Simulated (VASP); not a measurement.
SiNi3: single point with PBEsol

Crystal: SiNi3.

```
Ni Si
1.0
     3.54200    0.00000    0.00000
     0.00000    3.54200    0.00000
     0.00000    0.00000    3.54200
Ni Si
3 1
Direct
  0.50000 0.50000 0.00000
  0.50000 0.00000 0.50000
  0.00000 0.50000 0.50000
  0.00000 0.00000 0.00000
```

```json
{
  "Program": "VASP 6.6.1",
  "Task": "single point",
  "Functional": "PBEsol",
  "Potentials or basis": "VASP PAW PBE potentials, release 64 (Ni, Si)",
  "Cutoff": "520 eV",
  "k mesh": "8 × 8 × 8",
  "Occupations": "fermi-dirac, width 0.05 eV",
  "Spin": "no spin polarisation"
}
```

```
Pressure               : -13.9 GPa
Band gap on the k mesh : zero (band 17 reaches 10.08 eV, above the bottom of band 18 at 9.85 eV)
```

Levels at points of the mesh, in eV from the Fermi level:
```tsv
k point	band 15	band 16	band 17	band 18	band 19	band 20
(0.00, 0.00, 0.00)	-0.58	-0.28	0.02	0.02	0.02	4.55
(0.50, 0.00, 0.00)	-1.09	-0.52	0.02	3.51	3.51	4.96
(0.50, 0.50, 0.00)	-1.07	-0.97	-0.91	0.62	0.62	5.43
(0.50, 0.50, 0.50)	-1.19	-0.37	-0.20	-0.20	-0.20	1.10
```

Run time: 19 s on 1 thread of Intel(R) Xeon(R) 6975P-C (Granite Rapids), on a shared host, peak memory 0.17 GiB.

Caveat: the PAW data sets were made with another functional, which shifts forces and pressure a little. Spin polarisation is off, so any magnetic state and its effect on volume and gap are missing.
